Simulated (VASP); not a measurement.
Wanted: the native input for a VASP 6.6.1 run.

```yaml
Task: relaxation of cell and atoms
Functional: PBE
Potentials_or_basis: VASP PAW PBE potentials, release 64 (Ti_sv, O)
Cutoff: 600 eV
k_mesh: 6 × 6 × 9
Occupations: fermi-dirac, width 0.05 eV
Spin: no spin polarisation
Target_pressure: 10 GPa
Dipole_correction: no
Further_INCAR_settings: ALGO = Normal; EDIFF = 1e-06; IBRION = 2; EDIFFG = -0.01; NSW = 60; ISIF = 3
```

The structure of TiO2 lies in POSCAR:

```
TiO2
1.0
    4.5998373239      0.0000000000      0.0000000000
    0.0000000000      4.5998373239      0.0000000000
    0.0000000000      0.0000000000      2.9592135600
Ti O
2 4
Direct
    0.0000000000      0.0000000000      0.5000000000
    0.5000000000      0.5000000000      0.0000000000
    0.3043213200      0.3043213200      0.5000000000
    0.1956786800      0.8043213200      0.0000000000
    0.8043213200      0.1956786800      0.0000000000
    0.6956786800      0.6956786800      0.5000000000
```

The input as run:

INCAR

```
PREC = Accurate
ENCUT = 600
EDIFF = 1E-6
ISMEAR = -1
SIGMA = 0.05
LREAL = False
LASPH = True
NELM = 100
ALGO = Normal
ISIF = 3
LWAVE = False
LCHARG = False
GGA = PE
IBRION = 2
NSW = 60
EDIFFG = -0.01
PSTRESS = 100.0
```

KPOINTS

```
regular mesh
0
Gamma
  6 6 9
```

Potentials or basis: VASP PAW PBE potentials, release 64 (Ti_sv, O).

Run with:

```bash
$ cat potpaw_PBE.64/Ti_sv/POTCAR potpaw_PBE.64/O/POTCAR > POTCAR
$ mpirun -np 1 vasp_std > vasp.out
```

Results of the run:

* Relaxed volume: 10.20 Å³/atom
* Relaxed cell: a = 4.562 Å, b = 4.562 Å, c = 2.941 Å, α = 90.00°, β = 90.00°, γ = 90.00°
* Space group after relaxing (to 0.1 Å): P4_2/mnm (No. 136)
* Energy change on relaxing (the run minimises the enthalpy): +10.5 meV/atom
* Ionic steps: 6
* Pressure after relaxing: 10.1 GPa
* Largest force after relaxing: 0.004 eV/Å
* Band gap on the k mesh: 1.86 eV

Caveat: the cell is relaxed towards a set pressure, so the run minimises the enthalpy, not the energy; an odd mesh through Γ misses points on the zone boundary, where band edges can lie.

Wall time 3.8 min on 1 thread of AMD EPYC 9R45 96-Core Processor (Zen 5), on a shared host, peak memory 0.22 GiB.
